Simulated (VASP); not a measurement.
# W (Fmmm) in VASP: further runs

The runs below take W through single point, with PBE.

Everything below comes from runs of VASP 6.6.1. Logs are shortened: lines on timing, memory, paths and dates and some standing lists are left out, and cuts for length are marked.

### 1 The cell of the first run

The structure is orthorhombic, space group Fmmm (No. 69). The conventional cell has a = 3.195 Å, b = 4.433 Å, c = 4.603 Å, α = 90.00°, β = 90.00°, γ = 90.00°. Within 3.6 Å of W (site symmetry mmm) lie 14 W at 2.73 to 3.20 Å.

### 2 Single point, PBE (strain +0.0375 x Voigt [0, 0, 0, 0, 1, 0])

INCAR reads:

```
SYSTEM = W
PREC = Accurate
ENCUT = 520
EDIFF = 1E-7
ISMEAR = 0
SIGMA = 0.15
LREAL = .False.
LASPH = .True.
NELM = 60
ALGO = Fast
ISIF = 2
LWAVE = .False.
LCHARG = .True.
GGA = PE
LELF = .True.
LVHAR = .True.
NBANDS = 13
```

KPOINTS reads:

```
regular mesh
0
Gamma
  20 20 20
  0 0 0
```

POSCAR reads:

```
W
1.0
   -1.5673506250      1.5973000000      1.5673506250
    1.6272493750     -1.5973000000      1.6272493750
    1.5673506250      1.5973000000     -1.5673506250
W
1
Direct
    0.0000000000      0.0000000000      0.0000000000
```

Potentials or basis: VASP PAW PBE potentials, release 64 (W_sv).

The run is started by

```sh
cat potpaw_PBE.64/W_sv/POTCAR > POTCAR
mpirun -np 1 vasp_std > vasp.out
```

OUTCAR:

```text
SYSTEM = W
   PREC = Accurate
   ENCUT = 520
   EDIFF = 1E-7
   ISMEAR = 0
   LREAL = .False.
   LASPH = .True.
   NELM = 60
   ISIF = 2
   GGA = PE

 ion  position               nearest neighbor table
   1  0.000  0.000  0.000-

  LATTYP: Found a face centered orthorhombic cell.
 ALAT       =     3.1946000000
 B/A-ratio  =     1.3876970581
 C/A-ratio  =     1.4407300667

  Lattice vectors:

 A1 = (  -0.0598987500,   0.0000000000,  -3.1946000000)
 A2 = (  -1.6272493750,   1.5973000000,  -1.6272493750)
 A3 = (   1.5673506250,   1.5973000000,  -1.5673506250)

Analysis of symmetry for initial positions (statically):
=====================================================================
 Subroutine PRICEL returns:
 Original cell was already a primitive cell.

 Routine SETGRP: Setting up the symmetry group for a
 face centered orthorhombic supercell.

 Subroutine GETGRP returns: Found  8 space group operations
 (whereof  8 operations were pure point group operations)
 out of a pool of  8 trial point group operations.

The static configuration has the point symmetry D_2h.

Analysis of symmetry for dynamics (positions and initial velocities):
=====================================================================
 Subroutine PRICEL returns:
 Original cell was already a primitive cell.

 Routine SETGRP: Setting up the symmetry group for a
 face centered orthorhombic supercell.

 Subroutine GETGRP returns: Found  8 space group operations
 (whereof  8 operations were pure point group operations)
 out of a pool of  8 trial point group operations.

The dynamic configuration has the point symmetry D_2h.

 Subroutine INISYM returns: Found  8 space group operations
 (whereof  8 operations are pure point group operations),
 and found     1 'primitive' translations

----------------------------------------------------------------------------------------

                                     Primitive cell

  volume of cell :      16.2955

  direct lattice vectors                    reciprocal lattice vectors
    -1.567350625  1.597300000  1.567350625    -0.005871344  0.313028235  0.313138323
     1.627249375 -1.597300000  1.627249375     0.307266979  0.000000000  0.307266979
     1.567350625  1.597300000 -1.567350625     0.313138323  0.313028235 -0.005871344

  length of vectors
[... 79 lines left out ...]
   NELM   =     60;   NELMIN=  2; NELMDL= -5     # of ELM steps
   EDIFF  = 0.1E-06   stopping-criterion for ELM
   LREAL  =      F    real-space projection
   EDIFFG = 0.1E-05   stopping-criterion for IOM
   NSW    =      0    number of steps for IOM
   IBRION =     -1    ionic relax: 0-MD 1-quasi-New 2-CG
   NFREE  =      0    steps in history (QN), initial steepest desc. (CG)
   ISIF   =      2    stress and relaxation
   ISYM   =      2    0-nonsym 1-usesym 2-fastsym
   POTIM  = 0.5000    time-step for ionic-motion
   TEBEG  =    0.0;   TEEND  =   0.0 temperature during run
   PSTRESS=    0.0 pullay stress
   NELECT =      14.0000    total number of electrons
   NUPDOWN=      -1.0000    fix difference up-down
   EMIN   =  10.00;   EMAX   =-10.00  energy-range for DOS
   EFERMI =   0.00;   METHOD = LEGACY
   ISMEAR =     0;   SIGMA  =   0.15  broadening in eV -4-tet -1-fermi 0-gaus
   EFERMI_NEDOS =   21; number of points for ismear=-14 and -15
   IALGO  =     68    algorithm
   IMIX   =      4    mixing-type and parameters
     AMIX     =   0.40;   BMIX     =  1.00
     AMIX_MAG =   1.60;   BMIX_MAG =  1.00
  volume/ion in A,a.u.               =      16.30       109.97
  Fermi-wavevector in a.u.,A,eV,Ry     =   1.556307  2.940994 32.954553  2.422091
  Thomas-Fermi vector in A             =   2.660122
   LORBIT       =      0    0 simple, 1 ext, 2 COOP (PROOUT), +10 PAW based schemes
   GGA     = PE    functional components
   LHFCALC =     F    Hartree Fock is set to
   AEXX    =    0.0000 exact exchange contribution
   IVDW    =     0    specifies the selected vdW correction
   LEPSILON=     F    determine dielectric tensor
   LRPA    =     F    only Hartree local field effects (RPA)
 non-spin polarized calculation
 RMM-DIIS sequential band-by-band and
 Gauss-broadening in eV      SIGMA  =   0.15
  energy-cutoff  :      520.00
  volume of cell :       16.30
 maximum number of plane-waves:       453
   NGX = 11   NGY = 11   NGZ = 11

 number of electron      14.0000001 magnetization

 Free energy of the ion-electron system (eV)
  ---------------------------------------------------
  ext. energy  EPLUGINS =         0.00000000
  ---------------------------------------------------
  free energy    TOTEN  =       -12.94906799 eV

  energy without entropy =      -12.94522242  energy(sigma->0) =      -12.94714521

 E-fermi :  11.0844     XC(G=0): -13.4844

 val. band max:       11.0710289331   @ k =  -0.3500   0.3000   0.2500
 cond. band min:      11.0982661489   @ k =  -0.2000   0.1000   0.2000
 fundamental gap:      0.0272372158
 Fermi energy:        11.0844119581

 k-point     1 :       0.0000    0.0000    0.0000
  band No.  band energies     occupation
      1     -63.1766      2.00000
      2     -26.8327      2.00000
      3     -26.7725      2.00000
      4     -26.7202      2.00000
      5       1.5661      2.00000
      6       9.5399      2.00000
      7       9.8186      2.00000
      8      10.1840      2.00000
      9      13.2503      0.00000
     10      13.2985      0.00000
     11      25.1651      0.00000
     12      25.5108      0.00000
     13      25.8481      0.00000
[... 354 lines left out ...]
  band No.  band energies     occupation
      1     -63.0729      2.00000
      2     -27.8019      2.00000
      3     -27.1164      2.00000
      4     -26.7780      2.00000
      5       5.0109      2.00000
      6       7.8763      2.00000
      7       9.9535      2.00000
      8      13.1049      0.00000
      9      13.8600      0.00000
     10      15.4280      0.00000
     11      23.3510      0.00000
     12      23.8820      0.00000
     13      29.8009      0.00000

 [... further k-points ...]
[... 5 lines left out ...]
  --------------------------------------------------------------------------------------
  -------------------------------------------------------------------------------------
  Total       -0.2351614     -0.2188708     -0.2351614      0.0000000      0.0000000     -0.5505638
  in kB      -23.1211766    -21.5194705    -23.1211766      0.0000000      0.0000000    -54.1316725
  external PRESSURE =     -22.5872745 kB  Pullay stress =       0.0000000 kB

 VOLUME and BASIS-vectors are now :
 -----------------------------------------------------------------------------
  energy-cutoff  :      520.00
  volume of cell :       16.30
      direct lattice vectors                 reciprocal lattice vectors
    -1.567350625  1.597300000  1.567350625    -0.005871344  0.313028235  0.313138323
     1.627249375 -1.597300000  1.627249375     0.307266979  0.000000000  0.307266979
     1.567350625  1.597300000 -1.567350625     0.313138323  0.313028235 -0.005871344

 POSITION                                       TOTAL-FORCE (eV/Angst)
 -----------------------------------------------------------------------------------
      0.00000      0.00000      0.00000         0.000000     -0.000000      0.000000
 -----------------------------------------------------------------------------------
    total drift:                                0.000000     -0.000000      0.000000

  FREE ENERGIE OF THE ION-ELECTRON SYSTEM (eV)
  ---------------------------------------------------
  free  energy   TOTEN  =       -12.9490679887 eV

  energy  without entropy=      -12.9452224216  energy(sigma->0) =      -12.94714521
```

OSZICAR:

```text
N       E                     dE             d eps       ncg     rms          rms(c)
DAV:   1     0.849742207130E+02    0.84974E+02   -0.74391E+03 30424   0.122E+03
DAV:   2    -0.119250711930E+02   -0.96899E+02   -0.93075E+02 34206   0.316E+02
DAV:   3    -0.135823216816E+02   -0.16573E+01   -0.16524E+01 33091   0.401E+01
DAV:   4    -0.135891730805E+02   -0.68514E-02   -0.68513E-02 33681   0.286E+00
DAV:   5    -0.135892321995E+02   -0.59119E-04   -0.59118E-04 33671   0.250E-01    0.199E+01
RMM:   6    -0.130815134218E+02    0.50772E+00   -0.41602E-01 32799   0.603E+00    0.816E+00
RMM:   7    -0.129519575449E+02    0.12956E+00   -0.30189E-01 32989   0.513E+00    0.926E-01
RMM:   8    -0.129492864218E+02    0.26711E-02   -0.12012E-02 37812   0.120E+00    0.264E-01
RMM:   9    -0.129490811826E+02    0.20524E-03   -0.18621E-03 36627   0.515E-01    0.242E-02
RMM:  10    -0.129490788988E+02    0.22838E-05   -0.28117E-04 37909   0.198E-01    0.121E-02
RMM:  11    -0.129490677433E+02    0.11155E-04   -0.34321E-05 38710   0.718E-02    0.375E-03
RMM:  12    -0.129490679493E+02   -0.20602E-06   -0.75593E-06 39318   0.344E-02    0.124E-03
RMM:  13    -0.129490679887E+02   -0.39426E-07   -0.69956E-07 34615   0.105E-02
   1 F= -.12949068E+02 E0= -.12947145E+02  d E =-.384557E-02
```

stdout:

```text
POSCAR found type information on POSCAR W
 POSCAR found :  1 types and       1 ions
 scaLAPACK will be used
 LDA part: xc-table for (Slater+PW92), standard interpolation
 POSCAR, INCAR and KPOINTS ok, starting setup
 FFT: planning ... GRIDC
 FFT: planning ... GRID_SOFT
 FFT: planning ... GRID
 WAVECAR not read
 entering main loop
WARNING in EDDRMM: call to ZHEGV failed, returncode =   6  3     13
WARNING in EDDRMM: call to ZHEGV failed, returncode =   8  4     12
WARNING in EDDRMM: call to ZHEGV failed, returncode =   8  4     11
WARNING in EDDRMM: call to ZHEGV failed, returncode =   8  4     11
WARNING in EDDRMM: call to ZHEGV failed, returncode =   8  4     13
WARNING in EDDRMM: call to ZHEGV failed, returncode =   8  4     13
```

Run time: 3.1 min. Hardware: 1 thread of AMD EPYC 7R13 (Zen 3), shared host; peak memory 0.3 GiB.

What came out:

```yaml
Free_energy: -12.9491 eV
Pressure: -2.3 GPa
Band_gap_on_the_k_mesh: zero (band 7 reaches 15.61 eV, above the bottom of band 8 at 10.02 eV)
```

Caveat: the cell differs from its parent crystal (strain +0.0375 x Voigt [0, 0, 0, 0, 1, 0]); spin-orbit coupling is left out, which moves the levels of the heavy elements.

### 3 Single point, PBE (strain +0.0225 x Voigt [0, 0, 0, 0, 1, 0])

INCAR reads:

```
SYSTEM = W
PREC     = Accurate       ! precision mode
ENCUT    = 520            ! plane-wave cutoff, eV
EDIFF    = 1E-7           ! SCF threshold, eV
ISMEAR   = 0              ! smearing method
SIGMA    = 0.15           ! smearing width, eV
LREAL    = .FALSE.        ! projectors in reciprocal space
LASPH    = .TRUE.         ! aspherical terms in the spheres
NELM     = 80             ! most SCF steps
ALGO     = Fast           ! electronic algorithm
ISIF     = 2              ! what is computed and relaxed
LWAVE    = .FALSE.        ! write WAVECAR
LCHARG   = .FALSE.        ! write CHGCAR
GGA      = PE             ! functional
NBANDS   = 13             ! bands
```

KPOINTS reads:

```
Automatic mesh
0
G
  20 20 20
  0 0 0
```

POSCAR reads:

```
W
1.0
   -1.5793303750      1.5973000000      1.5793303750
    1.6152696250     -1.5973000000      1.6152696250
    1.5793303750      1.5973000000     -1.5793303750
W
1
Direct
    0.0000000000      0.0000000000      0.0000000000
```

Potentials or basis: VASP PAW PBE potentials, release 64 (W_sv).

The run is started by

```sh
cat potpaw_PBE.64/W_sv/POTCAR > POTCAR
mpirun -np 1 vasp_std > vasp.out
```

It took 2.7 min on 1 thread of AMD EPYC 7R13 (Zen 3), shared host; peak memory 0.3 GiB.

Results (log left out):

```yaml
Free_energy: -12.9556 eV
Pressure: -2.5 GPa
Band_gap_on_the_k_mesh: zero (band 7 reaches 15.77 eV, above the bottom of band 8 at 9.98 eV)
```

Stress tensor (GPa, compression positive):
```
-2.52  0.00 -3.27
 0.00 -2.46  0.00
-3.27  0.00 -2.52
```

Levels at points of the mesh, in eV from the Fermi level:
```tsv
k point	band 5	band 6	band 7	band 8	band 9	band 10
(0.00, 0.00, 0.00)	-9.52	-1.42	-1.24	-1.03	2.16	2.17
(0.50, 0.00, 0.00)	-6.14	-3.48	0.55	2.04	2.97	5.85
(0.00, 0.50, 0.00)	-6.16	-3.54	0.37	2.18	3.15	5.72
(0.50, 0.00, 0.50)	-6.12	-3.42	0.73	1.89	2.79	6.02
(0.50, 0.50, 0.50)	-5.66	-5.65	4.68	4.92	5.17	7.87
```

Caveat: the cell differs from its parent crystal (strain +0.0225 x Voigt [0, 0, 0, 0, 1, 0]); spin-orbit coupling is left out, which moves the levels of the heavy elements.
